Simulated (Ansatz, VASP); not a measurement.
ZrGe2Pd3: VASP beside Ansatz

```
Zr Ge Pd
1.0
     4.49516    0.00000    0.00000
    -2.24758    3.89293    0.00000
     0.00000    0.00000    9.96563
Zr Ge Pd
1 2 3
Direct
  0.00000 0.00000 0.50000
  0.00000 0.00000 0.23599
  0.00000 0.00000 0.76401
  0.33333 0.66667 0.00000
  0.66667 0.33333 0.00000
  0.00000 0.00000 0.00000
```

Alike in both runs: functional PBE; k mesh 4 × 4 × 3; occupations gaussian, width 0.2 eV; no spin polarisation.

Ansatz relaxed the structure, and its values are those at the end. VASP's run is a single point on that final structure, the one shown.

|  | VASP | Ansatz |
| --- | --- | --- |
| version | VASP 6.6.1 | Ansatz 0.2.0 |
| potentials or method | VASP PAW PBE potentials, release 64 (Zr_sv, Ge_d, Pd), cutoff 520 eV | scalar-relativistic, plane waves, PAW |
| valence electrons in the cell | 70 | 94 |

VASP gave:

| Property | Result |
| --- | --- |
| gap on the k mesh at the Fermi level (eV) | none |
| pressure (GPa) | 0.0 |
| rms of the force components (eV/Å) | 0.015 |

Which values does Ansatz return?

gap on the k mesh at the Fermi level (eV): none; pressure (GPa): 0.1; rms of the force components (eV/Å): 0.013.

A gap of «none» marks a metal or a gap that the smearing closes. With one functional, cell and mesh, what is left measures potentials, basis and numerics. VASP's potentials hold 70 valence electrons a cell and Ansatz's 94, so a difference there can come from the potentials and not from the codes.

The k mesh is coarse, so the values compare programs but aren't converged.
